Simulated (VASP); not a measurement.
# Zn3Cl2 (R-3m) in VASP: a series of runs

Zn3Cl2 is run at these levels: PBE; tasks: single point, relaxation of cell and atoms.

Everything below comes from runs of VASP 6.6.1. Logs are shortened: lines on timing, memory, paths and dates and some standing lists are left out, and cuts for length are marked.

**1. The cell of the first run**

It takes space group R-3m (No. 166, trigonal). The conventional cell has a = 3.622 Å, b = 3.622 Å, c = 25.183 Å, α = 90.00°, β = 90.00°, γ = 120.00°. Within 3.8 Å of Zn (site symmetry -3m) lie 6 Cl at 2.68 Å and 12 Zn at 3.62 to 3.75 Å. Zn (site symmetry 3m) has 3 Cl at 2.54 Å and 3 Zn at 3.00 Å within 3.4 Å. Cl (site symmetry 3m) has 6 Zn at 2.54 to 2.68 Å within 3.4 Å.

**2. Single point, PBE**

The input, INCAR:

```
SYSTEM = Zn3Cl2
PREC     = Accurate       ! precision mode
ENCUT    = 520            ! plane-wave cutoff, eV
EDIFF    = 1E-6           ! SCF threshold, eV
ISMEAR   = 0              ! smearing method
SIGMA    = 0.1            ! smearing width, eV
LREAL    = .FALSE.        ! projectors in reciprocal space
LASPH    = .TRUE.         ! aspherical terms in the spheres
NELM     = 80             ! most SCF steps
ALGO     = Normal         ! electronic algorithm
ISIF     = 2              ! what is computed and relaxed
LWAVE    = .FALSE.        ! write WAVECAR
LCHARG   = .TRUE.         ! write CHGCAR
GGA      = PE             ! functional
LELF     = .TRUE.         ! ELF
LVHAR    = .TRUE.       
NBANDS   = 33             ! bands
```

The input, KPOINTS:

```
regular mesh
0
G
  6 6 6
  0 0 0
```

The input, POSCAR:

```
Zn3Cl2
1.0
    1.8108524788      1.0454961661      8.3942198044
   -1.8108524788      1.0454961661      8.3942198044
    0.0000000000     -2.0909923322      8.3942198044
Zn Cl
3 2
Direct
    0.0000000000      0.0000000000      0.0000000000
    0.2095000000      0.2095000000      0.2095000000
    0.7905000000      0.7905000000      0.7905000000
    0.4000000000      0.4000000000      0.4000000000
    0.6000000000      0.6000000000      0.6000000000
```

Potentials or basis: VASP PAW PBE potentials, release 64 (Zn, Cl).

Command:

```console
cat potpaw_PBE.64/Zn/POTCAR potpaw_PBE.64/Cl/POTCAR > POTCAR
mpirun -np 1 vasp_std > vasp.out
```

OUTCAR:

```text
SYSTEM = Zn3Cl2
   PREC = Accurate
   ENCUT = 520
   EDIFF = 1E-6
   ISMEAR = 0
   LREAL = .FALSE.
   LASPH = .TRUE.
   NELM = 80
   ISIF = 2
   GGA = PE

 ion  position               nearest neighbor table
   1  0.000  0.000  0.000-   5 2.68   5 2.68   4 2.68   4 2.68   5 2.68   4 2.68
   2  0.209  0.209  0.209-   5 2.54   5 2.54   5 2.54   3 3.00   3 3.00   3 3.00
   3  0.791  0.791  0.791-   4 2.54   4 2.54   4 2.54   2 3.00   2 3.00   2 3.00
   4  0.400  0.400  0.400-   3 2.54   3 2.54   3 2.54   1 2.68   1 2.68   1 2.68
   5  0.600  0.600  0.600-   2 2.54   2 2.54   2 2.54   1 2.68   1 2.68   1 2.68

  LATTYP: Found a trigonal (rhomboedric) cell.
 ALAT       =     8.6507326313
 COS(alpha) =     0.9123624232

  Lattice vectors:

 A1 = (   1.8108524788,   1.0454961661,   8.3942198044)
 A2 = (  -1.8108524788,   1.0454961661,   8.3942198044)
 A3 = (   0.0000000000,  -2.0909923322,   8.3942198044)

Analysis of symmetry for initial positions (statically):
=====================================================================
 Subroutine PRICEL returns:
 Original cell was already a primitive cell.

 Routine SETGRP: Setting up the symmetry group for a
 trigonal (rhombohedral) supercell.

 Subroutine GETGRP returns: Found 12 space group operations
 (whereof 12 operations were pure point group operations)
 out of a pool of 12 trial point group operations.

The static configuration has the point symmetry D_3d.

Analysis of symmetry for dynamics (positions and initial velocities):
=====================================================================
 Subroutine PRICEL returns:
 Original cell was already a primitive cell.

 Routine SETGRP: Setting up the symmetry group for a
 trigonal (rhombohedral) supercell.

 Subroutine GETGRP returns: Found 12 space group operations
 (whereof 12 operations were pure point group operations)
 out of a pool of 12 trial point group operations.

The dynamic configuration has the point symmetry D_3d.

 Subroutine INISYM returns: Found 12 space group operations
 (whereof 12 operations are pure point group operations),
 and found     1 'primitive' translations

----------------------------------------------------------------------------------------

                                     Primitive cell

  volume of cell :      95.3536

  direct lattice vectors                    reciprocal lattice vectors
     1.810852479  1.045496166  8.394219804     0.276113049  0.159413943  0.039709865
    -1.810852479  1.045496166  8.394219804    -0.276113049  0.159413943  0.039709865
     0.000000000 -2.090992332  8.394219804     0.000000000 -0.318827887  0.039709865

  length of vectors
     8.650732631  8.650732631  8.650732631     0.321291293  0.321291293  0.321291293

  position of ions in fractional coordinates (direct lattice)
     0.000000000  0.000000000  0.000000000
     0.209500000  0.209500000  0.209500000
     0.790500000  0.790500000  0.790500000
     0.400000000  0.400000000  0.400000000
     0.600000000  0.600000000  0.600000000

  ion indices of the primitive-cell ions
   primitive index   ion index
                 1           1
                 2           2
                 3           3
                 4           4
                 5           5

----------------------------------------------------------------------------------------

 KPOINTS: regular mesh

Automatic generation of k-mesh.
 Grid dimensions read from file:
 generate k-points for:    6    6    6

 Generating k-lattice:

  Cartesian coordinates                     Fractional coordinates (reciprocal lattice)
     0.046018842  0.026568991  0.006618311     0.166666667 -0.000000000  0.000000000
    -0.046018842  0.026568991  0.006618311    -0.000000000  0.166666667  0.000000000
     0.000000000 -0.053137981  0.006618311     0.000000000  0.000000000  0.166666667

  Length of vectors
     0.053548549  0.053548549  0.053548549

  Shift w.r.t. Gamma in fractional coordinates (k-lattice)
     0.000000000  0.000000000  0.000000000

 Subroutine IBZKPT returns following result:
 ===========================================

 Found     32 irreducible k-points:

 Following reciprocal coordinates:
            Coordinates               Weight
  0.000000  0.000000  0.000000      1.000000
  0.166667 -0.000000 -0.000000      6.000000
  0.333333 -0.000000 -0.000000      6.000000
  0.500000 -0.000000 -0.000000      3.000000
  0.166667  0.166667 -0.000000      6.000000
  0.333333  0.166667 -0.000000     12.000000
[... 16 lines left out ...]
  0.500000  0.500000  0.166667      6.000000
 -0.333333  0.500000  0.166667     12.000000
 [... further k-points ...]
   k-points           NKPTS =     32   k-points in BZ     NKDIM =     32   number of bands    NBANDS=     33
   number of dos      NEDOS =    301   number of ions     NIONS =      5
   total plane-waves  NPLWV = 262144
   dimension x,y,z NGX =    64 NGY =   64 NGZ =   64
   dimension x,y,z NGXF=   128 NGYF=  128 NGZF=  128
[... 47 lines left out ...]
  volume of cell :       95.35
 maximum number of plane-waves:      2594
   NGX = 33   NGY = 33   NGZ = 33

 number of electron      50.0000004 magnetization

 Free energy of the ion-electron system (eV)
  ---------------------------------------------------
  ext. energy  EPLUGINS =         0.00000000
  ---------------------------------------------------
  free energy    TOTEN  =        -7.29980428 eV

  energy without entropy =       -7.28540522  energy(sigma->0) =       -7.29260475

 E-fermi :   3.9098     XC(G=0): -10.0891

 val. band max:        3.9084161565   @ k =   0.1667  -0.0000  -0.0000
 cond. band min:       3.9309178576   @ k =  -0.3333   0.3333   0.1667
 fundamental gap:      0.0225017011
 Fermi energy:         3.9097775075

 k-point     1 :       0.0000    0.0000    0.0000
  band No.  band energies     occupation
      1     -14.2401      2.00000
      2     -14.0098      2.00000
      3      -4.7830      2.00000
      4      -3.9308      2.00000
      5      -3.9308      2.00000
      6      -3.8985      2.00000
[... 25 lines left out ...]
     32       9.6202      0.00000
     33      12.8330      0.00000

 k-point     2 :       0.1667   -0.0000   -0.0000
  band No.  band energies     occupation
      1     -14.1048      2.00000
      2     -13.9064      2.00000
      3      -4.5015      2.00000
      4      -3.9387      2.00000
      5      -3.8965      2.00000
      6      -3.8917      2.00000
[... 25 lines left out ...]
     32      10.2934      0.00000
     33      10.8083      0.00000

 k-point     3 :       0.3333   -0.0000   -0.0000
  band No.  band energies     occupation
      1     -13.8055      2.00000
      2     -13.6911      2.00000
      3      -4.4401      2.00000
      4      -4.0999      2.00000
      5      -3.9797      2.00000
      6      -3.9068      2.00000
[... 25 lines left out ...]
     32       9.5843      0.00000
     33      10.2494      0.00000

 k-point     4 :       0.5000   -0.0000   -0.0000
  band No.  band energies     occupation
      1     -13.6262      2.00000
      2     -13.5907      2.00000
      3      -4.7420      2.00000
      4      -4.2863      2.00000
      5      -4.0241      2.00000
      6      -3.9695      2.00000
[... 25 lines left out ...]
     32       9.1646      0.00000
     33      10.0502      0.00000

 k-point     5 :       0.1667    0.1667   -0.0000
  band No.  band energies     occupation
      1     -14.1038      2.00000
      2     -13.9075      2.00000
      3      -4.5061      2.00000
      4      -3.9546      2.00000
      5      -3.9179      2.00000
      6      -3.8958      2.00000
[... 604 lines left out ...]
 k-point    22 :      -0.1667    0.3333    0.1667
  band No.  band energies     occupation
      1     -13.6385      2.00000
      2     -13.5826      2.00000
      3      -4.5067      2.00000
      4      -4.2105      2.00000
      5      -4.0036      2.00000
      6      -3.9541      2.00000
[... 25 lines left out ...]
     32       9.3212      0.00000
     33      10.0470      0.00000

 k-point    23 :       0.5000    0.5000    0.1667
  band No.  band energies     occupation
      1     -13.7994      2.00000
      2     -13.6974      2.00000
      3      -4.4275      2.00000
      4      -4.2067      2.00000
      5      -3.9793      2.00000
      6      -3.9285      2.00000
[... 25 lines left out ...]
     32      10.2331      0.00000
     33      10.5998      0.00000

 k-point    24 :      -0.3333    0.5000    0.1667
  band No.  band energies     occupation
      1     -13.6336      2.00000
      2     -13.5876      2.00000
      3      -4.5017      2.00000
      4      -4.1894      2.00000
      5      -4.0032      2.00000
      6      -3.9522      2.00000
[... 25 lines left out ...]
     32       9.0240      0.00000
     33      10.2458      0.00000

 [... further k-points ...]

------------------------ aborting loop because EDIFF is reached ----------------------------------------

  FORCE on cell =-STRESS in cart. coord.  units (eV):
  Direction    XX          YY          ZZ          XY          YZ          ZX
  --------------------------------------------------------------------------------------
  -------------------------------------------------------------------------------------
  Total        3.5108625      3.5108625      4.3493628      0.0000000      0.0000000     -0.0000000
  in kB       58.9912086     58.9912086     73.0800969      0.0000000      0.0000000     -0.0000000
  external PRESSURE =      63.6875047 kB  Pullay stress =       0.0000000 kB

 VOLUME and BASIS-vectors are now :
 -----------------------------------------------------------------------------
  energy-cutoff  :      520.00
  volume of cell :       95.35
      direct lattice vectors                 reciprocal lattice vectors
     1.810852479  1.045496166  8.394219804     0.276113049  0.159413943  0.039709865
    -1.810852479  1.045496166  8.394219804    -0.276113049  0.159413943  0.039709865
     0.000000000 -2.090992332  8.394219804     0.000000000 -0.318827887  0.039709865

 POSITION                                       TOTAL-FORCE (eV/Angst)
 -----------------------------------------------------------------------------------
      0.00000      0.00000      0.00000         0.000000      0.000000      0.000000
      0.00000      0.00000      5.27577         0.000000      0.000000     -1.664124
      0.00000      0.00000     19.90689         0.000000      0.000000      1.664124
      0.00000      0.00000     10.07306         0.000000      0.000000      0.279272
      0.00000      0.00000     15.10960         0.000000      0.000000     -0.279272
 -----------------------------------------------------------------------------------
    total drift:                                0.000000     -0.000000     -0.000000

  FREE ENERGIE OF THE ION-ELECTRON SYSTEM (eV)
  ---------------------------------------------------
  free  energy   TOTEN  =        -7.2998042786 eV

  energy  without entropy=       -7.2854052159  energy(sigma->0) =       -7.29260475
```

Wall time 4.3 min (1 thread of Intel Xeon Platinum 8488C (Sapphire Rapids), shared host); peak memory 0.57 GiB.

What came out:

| Property | Result |
| --- | --- |
| Free energy | -7.2998 eV |
| Pressure | 6.4 GPa |
| Largest force | 1.664 eV/Å |
| Band gap on the k mesh | zero (bands 25 and 26 overlap by 0.14 eV) |

Forces on the atoms (eV/Å):
```
Zn   0.000  0.000  0.000
Zn   0.000  0.000 -1.664
Zn   0.000  0.000  1.664
Cl   0.000  0.000  0.279
Cl   0.000  0.000 -0.279
```

Caveat: the cell stands under pressure; forces of over 1 eV/Å act on the atoms, so gaps and moduli don't describe the material at rest.

**3. Single point, PBE**

This run uses another cell than the first one, of 23.02 Å³/atom.

Edit INCAR of step 2 so:

```diff
@@ -8,3 +8,3 @@
 LASPH    = .TRUE.         ! aspherical terms in the spheres
-NELM     = 80             ! most SCF steps
+NELM     = 100            ! most SCF steps
 ALGO     = Normal         ! electronic algorithm
@@ -12,6 +12,4 @@
 LWAVE    = .FALSE.        ! write WAVECAR
-LCHARG   = .TRUE.         ! write CHGCAR
+LCHARG   = .FALSE.        ! write CHGCAR
 GGA      = PE             ! functional
-LELF     = .TRUE.         ! ELF
-LVHAR    = .TRUE.       
 NBANDS   = 33             ! bands
```

The input, KPOINTS:

```
Automatic mesh
0
G
  6 6 6
  0 0 0
```

The input, POSCAR:

```
Zn3Cl2
1.0
    1.7089487224      0.9866620049     11.3784983500
   -1.7089487224      0.9866620049     11.3784983500
    0.0000000000     -1.9733240098     11.3784983500
Zn Cl
3 2
Direct
    0.0000000000      0.0000000000      0.0000000000
    0.1942618970      0.1942618970      0.1942618970
    0.8057381030      0.8057381030      0.8057381030
    0.4282876906      0.4282876906      0.4282876906
    0.5717123094      0.5717123094      0.5717123094
```

Potentials or basis: VASP PAW PBE potentials, release 64 (Zn, Cl).

Command:

```console
cat potpaw_PBE.64/Zn/POTCAR potpaw_PBE.64/Cl/POTCAR > POTCAR
mpirun -np 1 vasp_std > vasp.out
```

Run time: 18 min. Hardware: 1 thread of Intel Xeon Platinum 8488C (Sapphire Rapids), shared host; peak memory 1.2 GiB.

The run converged. Its results:

| Item | Value |
| --- | --- |
| Free energy | -8.9208 eV |
| Pressure | 0.1 GPa |
| Band gap on the k mesh | 0.55 eV (least direct gap 0.59 eV) |

Forces in eV/Å, atoms in the order of the input:
```
Zn   0.000  0.000  0.000
Zn   0.000  0.000 -0.002
Zn   0.000  0.000  0.002
Cl   0.000  0.000 -0.002
Cl   0.000  0.000  0.002
```

Levels at points of the mesh, in eV from the valence-band top:
| k point | band 23 | band 24 | band 25 | band 26 | band 27 | band 28 |
| --- | --- | --- | --- | --- | --- | --- |
| (0.00, 0.00, 0.00) | -2.09 | -2.09 | -1.97 | 1.73 | 3.95 | 4.93 |
| (0.50, 0.00, 0.00) | -2.74 | -1.28 | -0.04 | 0.55 | 1.55 | 3.50 |
| (0.50, 0.50, 0.00) | -2.74 | -1.25 | -0.21 | 0.80 | 1.42 | 3.80 |
| (0.50, 0.50, 0.50) | -2.12 | -2.08 | -2.08 | 2.73 | 2.80 | 5.22 |

A k mesh can miss the band edges.

**4. Relaxation of cell and atoms, PBE**

The input, INCAR:

```
PREC = Accurate
ENCUT = 600
EDIFF = 1E-6
ISMEAR = 0
SIGMA = 0.1
LREAL = F
LASPH = T
NELM = 60
ALGO = Normal
ISIF = 3
LWAVE = F
LCHARG = F
GGA = PE
IBRION = 2
NSW = 90
EDIFFG = -0.04
```

The input, KPOINTS:

```
regular mesh
0
Gamma
  6 6 6
```

The input, POSCAR:

```
Zn3Cl2
1.0
    1.8108524788      1.0454961661      8.3942198044
   -1.8108524788      1.0454961661      8.3942198044
    0.0000000000     -2.0909923322      8.3942198044
Zn Cl
3 2
Direct
    0.0000000000      0.0000000000      0.0000000000
    0.2095000000      0.2095000000      0.2095000000
    0.7905000000      0.7905000000      0.7905000000
    0.4000000000      0.4000000000      0.4000000000
    0.6000000000      0.6000000000      0.6000000000
```

Command:

```console
cat potpaw_PBE.64/Zn/POTCAR potpaw_PBE.64/Cl/POTCAR > POTCAR
mpirun -np 1 vasp_std > vasp.out
```

Run time: 41 min. Hardware: 1 thread of Intel Xeon Platinum 8488C (Sapphire Rapids), shared host; peak memory 0.79 GiB.

It converged, with:

* Free energy: -8.1594 eV
* Relaxed volume: 20.88 Å³/atom
* Relaxed cell: a = 9.061 Å, b = 9.061 Å, c = 9.061 Å, α = 23.56°, β = 23.56°, γ = 23.56°
* Space group after relaxing (to 0.1 Å): R-3m (No. 166)
* Energy gained by relaxing: 172.0 meV/atom
* Ionic steps: 11
* Pressure after relaxing: -0.1 GPa
* Largest force after relaxing: 0.036 eV/Å
* Band gap on the k mesh: zero (bands 25 and 26 overlap by 0.12 eV)

Forces on the atoms (eV/Å):
```
Zn   0.000  0.000  0.000
Zn   0.000  0.000  0.036
Zn   0.000  0.000 -0.036
Cl   0.000  0.000  0.000
Cl   0.000  0.000  0.000
```

Stress tensor (GPa, compression positive):
```
-0.18  0.00  0.00
 0.00 -0.18  0.00
 0.00  0.00  0.16
```

The path:
```csv
step,energy change (eV),largest force (eV/Å),pressure (GPa),volume (Å³)
1,0.0000,1.6643,6.37,95.35
2,-0.4493,1.0280,0.71,106.21
3,-0.5217,0.7479,-1.65,113.61
4,-0.6304,0.6886,-1.44,111.38
5,-0.8444,0.2324,-0.13,104.84
6,-0.8485,0.0841,0.84,102.51
7,-0.8535,0.0723,0.31,103.55
8,-0.8534,0.0446,0.43,103.36
9,-0.8584,0.0485,-0.05,104.51
10,-0.8584,0.0525,-0.04,104.56
11,-0.8598,0.0364,-0.06,104.42
```

Final structure:
```
CELL_PARAMETERS angstrom
1.85014 1.06818 8.80593
-1.85014 1.06818 8.80593
0.00000 -2.13636 8.80593
ATOMIC_POSITIONS crystal
Zn 0.00000 0.00000 0.00000
Zn 0.19434 0.19434 0.19434
Zn 0.80566 0.80566 0.80566
Cl 0.40387 0.40387 0.40387
Cl 0.59613 0.59613 0.59613
```

Levels at points of the mesh, in eV from the Fermi level:
```csv
k point,band 21,band 22,band 23,band 24,band 25,band 26,band 27,band 28,band 29,band 30
"(0.00, 0.00, 0.00)",-3.35,-3.35,-3.26,-3.26,-0.04,0.87,4.70,5.10,5.92,5.92
"(0.50, 0.00, 0.00)",-4.23,-3.90,-3.70,-2.82,-1.19,0.11,1.83,3.45,3.86,4.01
"(0.50, 0.50, 0.00)",-4.63,-4.02,-3.58,-2.62,-1.45,0.04,2.28,3.45,3.62,3.76
"(0.50, 0.50, 0.50)",-3.37,-3.32,-3.25,-3.25,-1.54,2.63,2.94,5.61,5.61,6.89
```

**5. The runs side by side**

| task | cell | cutoff (eV) | gap on the mesh (eV) | pressure (GPa) | largest force (eV/Å) |
| --- | --- | --- | --- | --- | --- |
| single point | a = 8.651 Å, angles 24.2°, 5 atoms, atomic positions A | 520 | none | 6.4 | 1.66 |
| single point | a = 11.548 Å, angles 17.0°, 5 atoms, atomic positions B | 520 | 0.55 | 0.1 | - |
| relaxation of cell and atoms | relaxed from a = 8.651 Å, angles 24.2°, 5 atoms, atomic positions A | 600 | none | -0.1 | 0.04 |

Alike in all rows: level PBE; potentials or basis VASP PAW PBE potentials, release 64 (Zn, Cl); no spin polarisation; k mesh 6 × 6 × 6; smearing gaussian 0.1 eV.

Caveats: the cell stands under pressure (at least some runs); forces of over 1 eV/Å act on the atoms, so gaps and moduli don't describe the material at rest (at least some runs).

Absolute energies hang on the potentials; compare differences alone.

The gap in the log of VASP goes by the Fermi energy; the results here count the filled bands.